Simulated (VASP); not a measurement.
# Be3CdSe: single point with PBE

Crystal: Be3CdSe.

```
CELL_PARAMETERS angstrom
3.91260 0.00000 0.00000
0.00000 3.91260 0.00000
0.00000 0.00000 3.91260
ATOMIC_POSITIONS crystal
Be 0.00000 0.50000 0.50000
Be 0.50000 0.00000 0.50000
Be 0.50000 0.50000 0.00000
Cd 0.00000 0.00000 0.00000
Se 0.50000 0.50000 0.50000
```

```yaml
Program: VASP 6.6.1
Task: single point
Functional: PBE
Potentials_or_basis: VASP PAW PBE potentials, release 64 (Be, Cd, Se)
Cutoff: 520 eV
k_mesh: 4 × 4 × 4
Occupations: gaussian, width 0.1 eV
Spin: no spin polarisation
```

```
Pressure               : 39.6 GPa
Band gap on the k mesh : zero (band 12 reaches 7.62 eV, above the bottom of band 13 at 5.05 eV)
```

Levels at points of the mesh, in eV from the Fermi level:
| k point | band 10 | band 11 | band 12 | band 13 | band 14 | band 15 |
| --- | --- | --- | --- | --- | --- | --- |
| (0.00, 0.00, 0.00) | -6.09 | -0.27 | -0.27 | 1.99 | 1.99 | 1.99 |
| (0.50, 0.00, 0.00) | -3.08 | -1.77 | -0.84 | -0.84 | 0.39 | 1.74 |
| (0.50, 0.50, 0.00) | -6.02 | 0.37 | 0.37 | 0.54 | 1.00 | 1.00 |
| (0.50, 0.50, 0.50) | -4.80 | -4.80 | -4.80 | -2.20 | 3.45 | 3.45 |

It took 7 s on 1 thread of Intel(R) Xeon(R) 6975P-C (Granite Rapids), on a shared host, peak memory 0.17 GiB.

Caveat: the k points lie up to 0.40 Å⁻¹ apart.
